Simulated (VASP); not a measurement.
# TaN (P6_3mc) in VASP: notebook

Runs on TaN. Level: PBE. Tasks: single point.

Everything below comes from runs of VASP 6.6.1. Logs are shortened: lines on timing, memory, paths and dates and some standing lists are left out, and cuts for length are marked.

### 1 The cell of the first run

Symmetry: P6_3mc, No. 186, hexagonal system. Conventional cell: a = 3.107 Å, b = 3.107 Å, c = 5.778 Å, α = 90.00°, β = 90.00°, γ = 120.00°. Within 2.5 Å of Ta (site symmetry 3m) lie 4 N at 1.87 to 2.06 Å. Within 2.5 Å of N (site symmetry 3m) lie 4 Ta at 1.87 to 2.06 Å.

### 2 Single point, PBE (12.08 Å³/atom)

Contents of INCAR:

```
PREC = Accurate
ENCUT = 520
EDIFF = 1E-6
ISMEAR = 0
SIGMA = 0.15
LREAL = F
LASPH = T
NELM = 80
ALGO = Normal
ISIF = 2
LWAVE = F
LCHARG = T
GGA = PE
LELF = T
LVHAR = T
NBANDS = 24
```

Contents of KPOINTS:

```
regular mesh
0
Gamma
  18 18 8
```

Contents of POSCAR:

```
TaN
1.0
    3.1068547979      0.0000000000      0.0000000000
   -1.5534273990      2.6906151808      0.0000000000
    0.0000000000      0.0000000000      5.7784392386
Ta N
2 2
Direct
    0.3333333333      0.6666666667      0.0304880884
    0.6666666667      0.3333333333      0.5304880884
    0.3333333333      0.6666666667      0.3545119116
    0.6666666667      0.3333333333      0.8545119116
```

Potentials or basis: VASP PAW PBE potentials, release 64 (Ta_pv, N).

Run with:

```sh
> cat potpaw_PBE.64/Ta_pv/POTCAR potpaw_PBE.64/N/POTCAR > POTCAR
> mpirun -np 1 vasp_std > vasp.out
```

OUTCAR:

```text
PREC = Accurate
   ENCUT = 520
   EDIFF = 1E-6
   ISMEAR = 0
   LREAL = F
   LASPH = T
   NELM = 80
   ISIF = 2
   GGA = PE

 ion  position               nearest neighbor table
   1  0.333  0.667  0.030-   3 1.87   4 2.06   4 2.06   4 2.06   2 3.40   2 3.40   2 3.40   2 3.40
                             2 3.40   2 3.40
   2  0.667  0.333  0.530-   4 1.87   3 2.06   3 2.06   3 2.06   1 3.40   1 3.40   1 3.40   1 3.40
                             1 3.40   1 3.40
   3  0.333  0.667  0.355-   1 1.87   2 2.06   2 2.06   2 2.06
   4  0.667  0.333  0.855-   2 1.87   1 2.06   1 2.06   1 2.06

  LATTYP: Found a hexagonal cell.
 ALAT       =     3.1068547979
 C/A-ratio  =     1.8599000000

  Lattice vectors:

 A1 = (   3.1068547979,   0.0000000000,   0.0000000000)
 A2 = (  -1.5534273990,   2.6906151808,   0.0000000000)
 A3 = (   0.0000000000,   0.0000000000,   5.7784392386)

Analysis of symmetry for initial positions (statically):
=====================================================================
 Subroutine PRICEL returns:
 Original cell was already a primitive cell.

 Routine SETGRP: Setting up the symmetry group for a
 hexagonal supercell.

 Subroutine GETGRP returns: Found 12 space group operations
 (whereof  6 operations were pure point group operations)
 out of a pool of 24 trial point group operations.

The static configuration has the point symmetry C_3v.
 The point group associated with its full space group is C_6v.

Analysis of symmetry for dynamics (positions and initial velocities):
=====================================================================
 Subroutine PRICEL returns:
 Original cell was already a primitive cell.

 Routine SETGRP: Setting up the symmetry group for a
 hexagonal supercell.

 Subroutine GETGRP returns: Found 12 space group operations
 (whereof  6 operations were pure point group operations)
 out of a pool of 24 trial point group operations.

The dynamic configuration has the point symmetry C_3v.
 The point group associated with its full space group is C_6v.

 Subroutine INISYM returns: Found 12 space group operations
 (whereof  6 operations are pure point group operations),
 and found     1 'primitive' translations

----------------------------------------------------------------------------------------

                                     Primitive cell

  volume of cell :      48.3040

  direct lattice vectors                    reciprocal lattice vectors
     3.106854798  0.000000000  0.000000000     0.321868921  0.185831108  0.000000000
    -1.553427399  2.690615181  0.000000000     0.000000000  0.371662216  0.000000000
     0.000000000  0.000000000  5.778439239     0.000000000  0.000000000  0.173057111

  length of vectors
     3.106854798  3.106854798  5.778439239     0.371662216  0.371662216  0.173057111

  position of ions in fractional coordinates (direct lattice)
     0.333333333  0.666666667  0.030488088
     0.666666667  0.333333333  0.530488088
     0.333333333  0.666666667  0.354511912
     0.666666667  0.333333333  0.854511912

  ion indices of the primitive-cell ions
   primitive index   ion index
                 1           1
                 2           2
                 3           3
                 4           4

----------------------------------------------------------------------------------------

 KPOINTS: regular mesh

Automatic generation of k-mesh.
 Grid dimensions read from file:
 generate k-points for:   18   18    8

 Generating k-lattice:

  Cartesian coordinates                     Fractional coordinates (reciprocal lattice)
     0.017881607  0.010323950  0.000000000     0.055555556  0.000000000  0.000000000
     0.000000000  0.020647901  0.000000000     0.000000000  0.055555556  0.000000000
     0.000000000  0.000000000  0.021632139     0.000000000  0.000000000  0.125000000

  Length of vectors
     0.020647901  0.020647901  0.021632139

  Shift w.r.t. Gamma in fractional coordinates (k-lattice)
     0.000000000  0.000000000  0.000000000

 Subroutine IBZKPT returns following result:
 ===========================================

 Found    185 irreducible k-points:

 Following reciprocal coordinates:
            Coordinates               Weight
  0.000000  0.000000  0.000000      1.000000
  0.055556 -0.000000  0.000000      6.000000
  0.111111 -0.000000  0.000000      6.000000
  0.166667 -0.000000  0.000000      6.000000
  0.222222  0.000000  0.000000      6.000000
  0.277778 -0.000000  0.000000      6.000000
[... 16 lines left out ...]
  0.333333  0.111111  0.000000     12.000000
  0.388889  0.111111  0.000000     12.000000
 [... further k-points ...]
   k-points           NKPTS =    185   k-points in BZ     NKDIM =    185   number of bands    NBANDS=     24
   number of dos      NEDOS =    301   number of ions     NIONS =      4
   total plane-waves  NPLWV =  27648
   dimension x,y,z NGX =    24 NGY =   24 NGZ =   48
   dimension x,y,z NGXF=    48 NGYF=   48 NGZF=   96
   ions per type =               2   2
   NGX,Y,Z   is equivalent  to a cutoff of  12.84, 12.84, 13.81 a.u.
   NGXF,Y,Z  is equivalent  to a cutoff of  25.68, 25.68, 27.62 a.u.
 SYSTEM =  unknown system
   PREC   = accura    normal or accurate (medium, high low for compatibility)
   ISTART =      0    job   : 0-new  1-cont  2-samecut
   ICHARG =      2    charge: 1-file 2-atom 10-const
   ISPIN  =      1    spin polarized calculation?
   LNONCOLLINEAR =      F non collinear calculations
   LSORBIT =      F    spin-orbit coupling
   LASPH  =      T    aspherical Exc in radial PAW
   ENCUT  =  520.0 eV  38.22 Ry    6.18 a.u.   5.78  5.78 10.74*2*pi/ulx,y,z
   NELM   =     80;   NELMIN=  2; NELMDL= -5     # of ELM steps
   EDIFF  = 0.1E-05   stopping-criterion for ELM
   LREAL  =      F    real-space projection
   EDIFFG = 0.1E-04   stopping-criterion for IOM
   NSW    =      0    number of steps for IOM
   IBRION =     -1    ionic relax: 0-MD 1-quasi-New 2-CG
   NFREE  =      0    steps in history (QN), initial steepest desc. (CG)
   ISIF   =      2    stress and relaxation
   ISYM   =      2    0-nonsym 1-usesym 2-fastsym
   POTIM  = 0.5000    time-step for ionic-motion
   TEBEG  =    0.0;   TEEND  =   0.0 temperature during run
   PSTRESS=    0.0 pullay stress
   NELECT =      32.0000    total number of electrons
   NUPDOWN=      -1.0000    fix difference up-down
   EMIN   =  10.00;   EMAX   =-10.00  energy-range for DOS
   EFERMI =   0.00;   METHOD = LEGACY
   ISMEAR =     0;   SIGMA  =   0.15  broadening in eV -4-tet -1-fermi 0-gaus
   EFERMI_NEDOS =   21; number of points for ismear=-14 and -15
   IALGO  =     38    algorithm
   IMIX   =      4    mixing-type and parameters
     AMIX     =   0.40;   BMIX     =  1.00
     AMIX_MAG =   1.60;   BMIX_MAG =  1.00
  volume/ion in A,a.u.               =      12.08        81.49
  Fermi-wavevector in a.u.,A,eV,Ry     =   1.427131  2.696886 27.711019  2.036702
  Thomas-Fermi vector in A             =   2.547333
   LORBIT       =      0    0 simple, 1 ext, 2 COOP (PROOUT), +10 PAW based schemes
   GGA     = PE    functional components
   LHFCALC =     F    Hartree Fock is set to
   AEXX    =    0.0000 exact exchange contribution
   IVDW    =     0    specifies the selected vdW correction
   LEPSILON=     F    determine dielectric tensor
   LRPA    =     F    only Hartree local field effects (RPA)
 non-spin polarized calculation
 Gauss-broadening in eV      SIGMA  =   0.15
  energy-cutoff  :      520.00
  volume of cell :       48.30
 maximum number of plane-waves:      1320
 NGX is ok and might be reduce to    24
   NGX = 11   NGY = 11   NGZ = 21

 number of electron      31.9999995 magnetization

 Free energy of the ion-electron system (eV)
  ---------------------------------------------------
  ext. energy  EPLUGINS =         0.00000000
  ---------------------------------------------------
  free energy    TOTEN  =       -42.87615469 eV

  energy without entropy =      -42.86766759  energy(sigma->0) =      -42.87191114

 E-fermi :   7.3225     XC(G=0): -12.5262

 val. band max:        7.3191441706   @ k =   0.0556   0.0556   0.0000
 cond. band min:       7.3276640871   @ k =   0.0000   0.0000   0.1250
 fundamental gap:      0.0085199165
 Fermi energy:         7.3225032602

 k-point     1 :       0.0000    0.0000    0.0000
  band No.  band energies     occupation
      1     -28.4014      2.00000
      2     -27.8651      2.00000
      3     -27.5616      2.00000
      4     -27.5616      2.00000
      5     -27.5110      2.00000
      6     -27.5110      2.00000
[... 16 lines left out ...]
     23      12.7217      0.00000
     24      14.7585      0.00000

 k-point     2 :       0.0556   -0.0000    0.0000
  band No.  band energies     occupation
      1     -28.3950      2.00000
      2     -27.8654      2.00000
      3     -27.5814      2.00000
      4     -27.5666      2.00000
      5     -27.5320      2.00000
      6     -27.5149      2.00000
[... 16 lines left out ...]
     23      12.9573      0.00000
     24      14.4986      0.00000

 k-point     3 :       0.1111   -0.0000    0.0000
  band No.  band energies     occupation
      1     -28.3762      2.00000
      2     -27.8667      2.00000
      3     -27.6381      2.00000
      4     -27.5918      2.00000
      5     -27.5811      2.00000
      6     -27.5260      2.00000
[... 16 lines left out ...]
     23      13.5805      0.00000
     24      14.2489      0.00000

 k-point     4 :       0.1667   -0.0000    0.0000
  band No.  band energies     occupation
      1     -28.3467      2.00000
      2     -27.8697      2.00000
      3     -27.7240      2.00000
      4     -27.6816      2.00000
      5     -27.6029      2.00000
      6     -27.5433      2.00000
[... 16 lines left out ...]
     23      13.9812      0.00000
     24      14.4678      0.00000

 k-point     5 :       0.2222    0.0000    0.0000
  band No.  band energies     occupation
      1     -28.3091      2.00000
      2     -27.8754      2.00000
      3     -27.8276      2.00000
      4     -27.7890      2.00000
      5     -27.6295      2.00000
      6     -27.5645      2.00000
[... 451 lines left out ...]
 k-point    22 :       0.2778    0.1111    0.0000
  band No.  band energies     occupation
      1     -28.2164      2.00000
      2     -28.0294      2.00000
      3     -27.9994      2.00000
      4     -27.9003      2.00000
      5     -27.7174      2.00000
      6     -27.6484      2.00000
[... 16 lines left out ...]
     23      13.4402      0.00000
     24      14.3768      0.00000

 k-point    23 :       0.3333    0.1111    0.0000
  band No.  band energies     occupation
      1     -28.1950      2.00000
      2     -28.0925      2.00000
      3     -28.0570      2.00000
      4     -27.9164      2.00000
      5     -27.7449      2.00000
      6     -27.6706      2.00000
[... 16 lines left out ...]
     23      13.5209      0.00000
     24      13.7546      0.00000

 k-point    24 :       0.3889    0.1111    0.0000
  band No.  band energies     occupation
      1     -28.2019      2.00000
      2     -28.1272      2.00000
      3     -28.0743      2.00000
      4     -27.9318      2.00000
      5     -27.7627      2.00000
      6     -27.6851      2.00000
[... 16 lines left out ...]
     23      13.1985      0.00000
     24      13.7633      0.00000

 [... further k-points ...]
[... 5 lines left out ...]
  --------------------------------------------------------------------------------------
  -------------------------------------------------------------------------------------
  Total        5.8555002      5.8555002     15.6225416     -0.0000000      0.0000000      0.0000000
  in kB      194.2188972    194.2188972    518.1782474     -0.0000000      0.0000000      0.0000000
  external PRESSURE =     302.2053473 kB  Pullay stress =       0.0000000 kB

 VOLUME and BASIS-vectors are now :
 -----------------------------------------------------------------------------
  energy-cutoff  :      520.00
  volume of cell :       48.30
      direct lattice vectors                 reciprocal lattice vectors
     3.106854798  0.000000000  0.000000000     0.321868921  0.185831108  0.000000000
    -1.553427399  2.690615181  0.000000000     0.000000000  0.371662216  0.000000000
     0.000000000  0.000000000  5.778439239     0.000000000  0.000000000  0.173057111

 POSITION                                       TOTAL-FORCE (eV/Angst)
 -----------------------------------------------------------------------------------
     -0.00000      1.79374      0.17617         0.000000     -0.000000     -1.422357
      1.55343      0.89687      3.06539        -0.000000      0.000000     -1.422357
     -0.00000      1.79374      2.04853        -0.000000      0.000000      1.422357
      1.55343      0.89687      4.93775        -0.000000      0.000000      1.422357
 -----------------------------------------------------------------------------------
    total drift:                               -0.000000      0.000000      0.002560

  FREE ENERGIE OF THE ION-ELECTRON SYSTEM (eV)
  ---------------------------------------------------
  free  energy   TOTEN  =       -42.8761546856 eV

  energy  without entropy=      -42.8676675857  energy(sigma->0) =      -42.87191114
```

Run time: 56 s. Hardware: 1 thread of Intel Xeon 6975P-C (Granite Rapids), shared host; peak memory 0.3 GiB.

What came out:

| Item | Value |
| --- | --- |
| Free energy | -42.8762 eV |
| Pressure | 30.2 GPa |
| Largest force | 1.422 eV/Å |
| Band gap on the k mesh | zero (bands 16 and 17 overlap by 0.62 eV) |

Forces in eV/Å, atoms in the order of the input:
```
Ta   0.000  0.000 -1.422
Ta   0.000  0.000 -1.422
N    0.000  0.000  1.422
N    0.000  0.000  1.422
```

Levels at points of the mesh, in eV from the Fermi level:
```
           k point  band 12  band 13  band 14  band 15  band 16  band 17  band 18  band 19  band 20  band 21
(0.00, 0.00, 0.00)    -6.08    -5.01    -5.01    -0.91    -0.67    -0.07    -0.07     2.30     2.30     3.06
(0.50, 0.00, 0.00)    -6.28    -4.98    -3.98    -2.58    -0.41     1.49     2.36     2.84     3.51     4.07
(0.00, 0.00, 0.50)    -5.62    -5.62    -5.62     0.41     0.41     0.99     0.99     0.99     0.99     5.03
(0.50, 0.00, 0.50)    -5.82    -5.34    -5.34    -0.83    -0.83     1.77     1.77     3.45     3.45     4.94
```

Caveat: the cell stands under pressure; spin-orbit coupling is left out, which moves the levels of the heavy elements; forces of over 1 eV/Å act on the atoms, so gaps and moduli don't describe the material at rest.

(Part 1 of 2 ends here.)
